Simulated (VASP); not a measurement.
A run of VASP 6.6.1 is set up as follows.

The input POSCAR:

```
Te2Mo
1.0
    3.4274319774      0.0000000000      0.0000000000
   -1.7137159887      2.9682431621      0.0000000000
    0.0000000000      0.0000000000     13.1945823107
Te Mo
4 2
Direct
    0.6666666667      0.3333333333      0.3868750645
    0.3333333333      0.6666666667      0.8868750645
    0.6666666667      0.3333333333      0.1131249355
    0.3333333333      0.6666666667      0.6131249355
    0.6666666667      0.3333333333      0.7500000000
    0.3333333333      0.6666666667      0.2500000000
```

INCAR.step1

```
SYSTEM = Te2Mo
PREC = Accurate
ENCUT = 520
ISMEAR = -1
SIGMA = 0.05
LREAL = .FALSE.
LASPH = .TRUE.
NELM = 80
NBANDS = 35
GGA = PE
ALGO = Normal
EDIFF = 1E-4
LWAVE = .TRUE.
LCHARG = .FALSE.
```

INCAR.step2

```
SYSTEM = Te2Mo
PREC = Accurate
ENCUT = 520
EDIFF = 1E-7
ISMEAR = -1
SIGMA = 0.05
LREAL = .FALSE.
LASPH = .TRUE.
NELM = 80
ALGO = Normal
ISIF = 2
LWAVE = .FALSE.
LCHARG = .TRUE.
METAGGA = R2SCAN
LMIXTAU = .TRUE.
LELF = .TRUE.
LVHAR = .TRUE.
NBANDS = 35
ISTART = 1
```

Contents of KPOINTS:

```
regular mesh
0
G
  9 9 2
  0 0 0
```

Potentials or basis: VASP PAW PBE potentials, release 64 (Te, Mo_sv).

Launch:

```console
$ cat potpaw_PBE.64/Te/POTCAR potpaw_PBE.64/Mo_sv/POTCAR > POTCAR
$ cp INCAR.step1 INCAR
$ mpirun -np 1 vasp_std > vasp.out
$ cp INCAR.step2 INCAR
$ mpirun -np 1 vasp_std > vasp.out
```

Estimate the band gap on the k mesh.

0.54 eV (least direct gap 0.91 eV).

Predict the largest force.

0.029 eV/Å.

Stress tensor (GPa, compression positive):
```
10.10  0.00  0.00
 0.00 10.10  0.00
 0.00  0.00 10.18
```

Caveat: the cell stands under pressure; semilocal functionals underestimate gaps, and a narrow one can read as zero; the PAW data sets were made with another functional, which shifts forces and pressure a little; spin-orbit coupling is left out, which moves the levels of the heavy elements. A k mesh can miss the band edges.
